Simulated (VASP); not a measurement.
# GaN in VASP: a series of runs, part 2 of 2

VASP 6.6.1. Earlier steps stand in the parts before.

## 5. Relaxation of cell and atoms, LDA

This run uses another cell than the first one, of 11.31 Å³/atom.

Input file INCAR:

```
PREC     = Accurate       # precision mode
ENCUT    = 600            # plane-wave cutoff, eV
EDIFF    = 1E-6           # SCF threshold, eV
ISMEAR   = 0              # smearing method
SIGMA    = 0.01           # smearing width, eV
LREAL    = F              # projectors in reciprocal space
LASPH    = T              # aspherical terms in the spheres
NELM     = 100            # most SCF steps
ALGO     = Normal         # electronic algorithm
ISIF     = 3              # what is computed and relaxed
LWAVE    = F              # write WAVECAR
LCHARG   = F              # write CHGCAR
IBRION   = 2              # ionic algorithm
NSW      = 80             # ionic steps
EDIFFG   = -5E-4          # ionic threshold
```

Input file KPOINTS:

```
Automatic mesh
0
Gamma
  8 8 5
```

Input file POSCAR:

```
GaN
1.0
    3.1800000000      0.0000000000      0.0000000000
   -1.5900000000      2.7539607840      0.0000000000
    0.0000000000      0.0000000000      5.1660000000
Ga N
2 2
Direct
    0.3333333333      0.6666666667      0.0000000000
    0.6666666667      0.3333333333      0.5000000000
    0.3333333333      0.6666666667      0.3750000000
    0.6666666667      0.3333333333      0.8750000000
```

Potentials or basis: VASP PAW LDA potentials, release 64 (Ga_d, N).

On the command line:

```
> cat potpaw_LDA.64/Ga_d/POTCAR potpaw_LDA.64/N/POTCAR > POTCAR
> mpirun -np 1 vasp_std > vasp.out
```

OUTCAR:

```text
PREC = Accurate
   ENCUT = 600
   EDIFF = 1E-6
   ISMEAR = 0
   LREAL = F
   LASPH = T
   NELM = 100
   ISIF = 3
   IBRION = 2
   NSW = 80
   EDIFFG = -5E-4

 ion  position               nearest neighbor table
   1  0.333  0.667  0.000-   3 1.94   4 1.95   4 1.95   4 1.95
   2  0.667  0.333  0.500-   4 1.94   3 1.95   3 1.95   3 1.95
   3  0.333  0.667  0.375-   1 1.94   2 1.95   2 1.95   2 1.95
   4  0.667  0.333  0.875-   2 1.94   1 1.95   1 1.95   1 1.95

  LATTYP: Found a hexagonal cell.
 ALAT       =     3.1800000000
 C/A-ratio  =     1.6245283019

  Lattice vectors:

 A1 = (   3.1800000000,   0.0000000000,   0.0000000000)
 A2 = (  -1.5900000000,   2.7539607840,   0.0000000000)
 A3 = (   0.0000000000,   0.0000000000,   5.1660000000)

Analysis of symmetry for initial positions (statically):
=====================================================================
 Subroutine PRICEL returns:
 Original cell was already a primitive cell.

 Routine SETGRP: Setting up the symmetry group for a
 hexagonal supercell.

 Subroutine GETGRP returns: Found 12 space group operations
 (whereof  6 operations were pure point group operations)
 out of a pool of 24 trial point group operations.

The static configuration has the point symmetry C_3v.
 The point group associated with its full space group is C_6v.

Analysis of symmetry for dynamics (positions and initial velocities):
=====================================================================
 Subroutine PRICEL returns:
 Original cell was already a primitive cell.

 Routine SETGRP: Setting up the symmetry group for a
 hexagonal supercell.

 Subroutine GETGRP returns: Found 12 space group operations
 (whereof  6 operations were pure point group operations)
[... 146 lines left out ...]

--------------------------------------- Ionic step        1  -------------------------------------------

 number of electron      35.9999992 magnetization

 Free energy of the ion-electron system (eV)
  ---------------------------------------------------
  ext. energy  EPLUGINS =         0.00000000
  ---------------------------------------------------
  free energy    TOTEN  =       -27.90109625 eV

  energy without entropy =      -27.90109625  energy(sigma->0) =      -27.90109625

------------------------ aborting loop because EDIFF is reached ----------------------------------------

  FORCE on cell =-STRESS in cart. coord.  units (eV):
  Direction    XX          YY          ZZ          XY          YZ          ZX
  --------------------------------------------------------------------------------------
  -------------------------------------------------------------------------------------
  Total       -1.1980567     -1.1980567     -0.5871160      0.0000000      0.0000000     -0.0000000
  in kB      -42.4276221    -42.4276221    -20.7919488      0.0000000      0.0000000     -0.0000000
  external PRESSURE =     -35.2157310 kB  Pullay stress =       0.0000000 kB
[... 95 lines left out ...]
  FREE ENERGIE OF THE ION-ELECTRON SYSTEM (eV)
  ---------------------------------------------------
  free  energy   TOTEN  =       -27.9119668367 eV

  energy  without entropy=      -27.9119668367  energy(sigma->0) =      -27.91196684

[... ionic steps 4 to 38 ...]

--------------------------------------- Ionic step       39  -------------------------------------------

 number of electron      35.9999987 magnetization

------------------------ aborting loop because EDIFF is reached ----------------------------------------
[... 71 lines left out ...]
--------------------------------------- Ionic step       41  -------------------------------------------

 number of electron      35.9999987 magnetization

 Free energy of the ion-electron system (eV)
  ---------------------------------------------------
  ext. energy  EPLUGINS =         0.00000000
  ---------------------------------------------------
  free energy    TOTEN  =       -27.91197710 eV

  energy without entropy =      -27.91197710  energy(sigma->0) =      -27.91197710

 E-fermi :   5.4387     XC(G=0): -12.2723

 val. band max:        5.3852213712   @ k =   0.0000   0.0000   0.0000
 cond. band min:       7.4975875870   @ k =   0.0000   0.0000   0.0000
 fundamental gap:      2.1123662158
 Fermi energy:         5.4386792366

 k-point     1 :       0.0000    0.0000    0.0000
  band No.  band energies     occupation
      1     -10.7140      2.00000
      2      -9.7499      2.00000
      3      -8.1973      2.00000
      4      -8.1800      2.00000
      5      -8.1800      2.00000
      6      -8.1139      2.00000
[... 589 lines left out ...]
     21      12.9498      0.00000
     22      13.4636      0.00000

 [... further k-points ...]

------------------------ aborting loop because EDIFF is reached ----------------------------------------

  FORCE on cell =-STRESS in cart. coord.  units (eV):
  Direction    XX          YY          ZZ          XY          YZ          ZX
  --------------------------------------------------------------------------------------
  -------------------------------------------------------------------------------------
  Total       -0.0014631     -0.0014631      0.0018640      0.0000000     -0.0000000      0.0000000
  in kB       -0.0527698     -0.0527698      0.0672288      0.0000000     -0.0000000      0.0000000
  external PRESSURE =      -0.0127703 kB  Pullay stress =       0.0000000 kB
[... 19 lines left out ...]
  FREE ENERGIE OF THE ION-ELECTRON SYSTEM (eV)
  ---------------------------------------------------
  free  energy   TOTEN  =       -27.9119770960 eV

  energy  without entropy=      -27.9119770960  energy(sigma->0) =      -27.91197710

 reached required accuracy - stopping structural energy minimisation
```

It took 5.4 min on 1 thread of AMD EPYC 7R43 (Zen 3), shared host; peak memory 0.14 GiB.

Results:

```yaml
Free_energy: -27.9120 eV
Relaxed_volume: 11.11 Å³/atom
Relaxed_cell: a = 3.157 Å, b = 3.157 Å, c = 5.147 Å, α = 90.00°, β = 90.00°, γ = 120.00°
Space_group_after_relaxing_to_0.1_Å: P6_3mc (No. 186)
Energy_gained_by_relaxing: 2.7 meV/atom
Ionic_steps: 41
Pressure_after_relaxing: 0.0 GPa
Band_gap_on_the_k_mesh: 2.11 eV
```

The path:
```
step  energy change (eV)  largest force (eV/Å)  pressure (GPa)  volume (Å³)
   1              0.0000                0.1279           -3.52        45.24
   3             -0.0109                0.0097            0.00        44.42
   5             -0.0107                0.0006           -0.47        44.52
   7             -0.0109                0.0067           -0.05        44.43
   9             -0.0109                0.0054           -0.22        44.43
  11             -0.0109                0.0061            0.01        44.42
  13             -0.0109                0.0068           -0.06        44.42
  15             -0.0109                0.0037            0.03        44.41
  17             -0.0109                0.0026            0.01        44.42
  19             -0.0109                0.0005           -0.02        44.42
  21             -0.0109                0.0030           -0.20        44.43
  23             -0.0109                0.0028           -0.08        44.42
  25             -0.0109                0.0004            0.00        44.42
  27             -0.0109                0.0013            0.05        44.42
  29             -0.0109                0.0013           -0.03        44.42
  31             -0.0109                0.0000           -0.03        44.42
  33             -0.0109                0.0004            0.00        44.42
  35             -0.0109                0.0007           -0.02        44.42
  37             -0.0109                0.0024            0.01        44.42
  39             -0.0109                0.0017           -0.02        44.42
  41             -0.0109                0.0004            0.00        44.42
```

Final structure:
```cif
data_structure
_symmetry_space_group_name_H-M 'P 1'
_symmetry_Int_Tables_number 1
_cell_length_a 3.1570
_cell_length_b 3.1570
_cell_length_c 5.1465
_cell_angle_alpha 90.000
_cell_angle_beta 90.000
_cell_angle_gamma 120.000
_cell_volume 44.42
loop_
_atom_site_label
_atom_site_type_symbol
_atom_site_fract_x
_atom_site_fract_y
_atom_site_fract_z
_atom_site_occupancy
Ga1 Ga 0.33333 0.66667 0.99929 1
Ga2 Ga 0.66667 0.33333 0.49929 1
N1 N 0.33333 0.66667 0.37571 1
N2 N 0.66667 0.33333 0.87571 1
```

## 6. Summary

| task | cell | cutoff (eV) | gap on the mesh (eV) | pressure (GPa) |
| --- | --- | --- | --- | --- |
| single point | a = 3.168, b = 3.168, c = 5.138 Å, angles 90.0, 90.0, 120.0°, 4 atoms, atomic positions A | 520 | 2.10 | -0.9 |
| single point | a = 3.152, b = 3.152, c = 5.164 Å, angles 90.0, 90.0, 120.0°, 4 atoms, atomic positions B | 520 | 2.09 | 0.1 |
| single point | a = 3.168, b = 3.144, c = 5.138 Å, angles 90.0, 90.0, 120.2°, 4 atoms, atomic positions C | 520 | 2.12 | 1.1 |
| relaxation of cell and atoms | relaxed from a = 3.180, b = 3.180, c = 5.166 Å, angles 90.0, 90.0, 120.0°, 4 atoms, atomic positions D | 600 | 2.11 | 0.0 |

Alike in all rows: level LDA; potentials or basis VASP PAW LDA potentials, release 64 (Ga_d, N); no spin polarisation; k mesh 8 × 8 × 5; smearing gaussian 0.01 eV.

Total energies depend on the potentials used, so only differences within one code and one set of settings carry meaning.

## 7. Comparison with measurements

Step 2. A measured gap of GaN is 3.503 eV (direct; quoted in “Studying electronic properties in GaN without electrical contacts using γ-γ vs e−-γ Perturbed Angular Correlations”, 2019, pmc:6823545); the calculated 2.10 eV misses it by -1.41 eV. Spin-orbit coupling on Ga is left out. The value is that of LDA, without temperature or zero-point motion. Semilocal functionals fall short of measured gaps as a rule.

Step 3. Measured gap of GaN: 3.503 eV (direct; quoted in “Studying electronic properties in GaN without electrical contacts using γ-γ vs e−-γ Perturbed Angular Correlations”, 2019, pmc:6823545). This calculation gives 2.09 eV (-1.41 eV). Spin-orbit coupling on Ga is left out. The value is that of LDA, without temperature or zero-point motion. Semilocal functionals fall short of measured gaps as a rule.
